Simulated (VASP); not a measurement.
Set up this calculation in VASP 6.6.1, as the native input.

- Task: single point
- Functional: r2SCAN
- Potentials or basis: VASP PAW PBE potentials, release 64 (Ta_pv)
- Cutoff: 520 eV
- k mesh: 12 × 12 × 12
- Occupations: methfessel-paxton, width 0.05 eV
- Spin: no spin polarisation
- Dipole correction: no
- Further INCAR settings: ALGO = Normal; EDIFF = 1e-06; NBANDS = 18

The system is Ta.

```
Ta
1.0
     0.00000    3.04272    3.04272
     3.04272    0.00000    3.04272
     3.04272    3.04272    0.00000
Ta
2
Cartesian
  6.0854 6.0854 6.0854
  1.5214 1.5214 1.5214
```

The input as run:

POSCAR

```
Ta
1.0
    0.0000000000      3.0427231991      3.0427231991
    3.0427231991      0.0000000000      3.0427231991
    3.0427231991      3.0427231991      0.0000000000
Ta
2
Direct
    1.0000000000      1.0000000000      1.0000000000
    0.2500000000      0.2500000000      0.2500000000
```

INCAR.step1

```
  PREC = Accurate
  ENCUT = 520
  ISMEAR = 1
  SIGMA = 0.05
  LREAL = F
  LASPH = T
  NELM = 60
  NBANDS = 18
  GGA = PE
  ALGO = Normal
  EDIFF = 1E-4
  LWAVE = T
  LCHARG = F
```

INCAR.step2

```
  PREC = Accurate
  ENCUT = 520
  EDIFF = 1E-6
  ISMEAR = 1
  SIGMA = 0.05
  LREAL = F
  LASPH = T
  NELM = 60
  ALGO = Normal
  ISIF = 2
  LWAVE = F
  LCHARG = F
  METAGGA = R2SCAN
  LMIXTAU = T
  NBANDS = 18
  ISTART = 1
```

KPOINTS

```
Automatic mesh
0
Gamma
  12 12 12
```

Potentials or basis: VASP PAW PBE potentials, release 64 (Ta_pv).

Command:

```console
$ cat potpaw_PBE.64/Ta_pv/POTCAR > POTCAR
$ cp INCAR.step1 INCAR
$ mpirun -np 1 vasp_std > vasp.out
$ cp INCAR.step2 INCAR
$ mpirun -np 1 vasp_std > vasp.out
```

It gave:

```yaml
Pressure: -0.8 GPa
Band_gap_on_the_k_mesh: zero (band 11 reaches 2.74 eV, above the bottom of band 12 at 1.57 eV)
```

Caveat: the PAW data sets were made with another functional, which shifts forces and pressure a little; spin-orbit coupling is left out, which moves the levels of the heavy elements.

Run time: 120 s on 1 thread of Intel Xeon 6975P-C, on a shared host, peak memory 0.22 GiB.
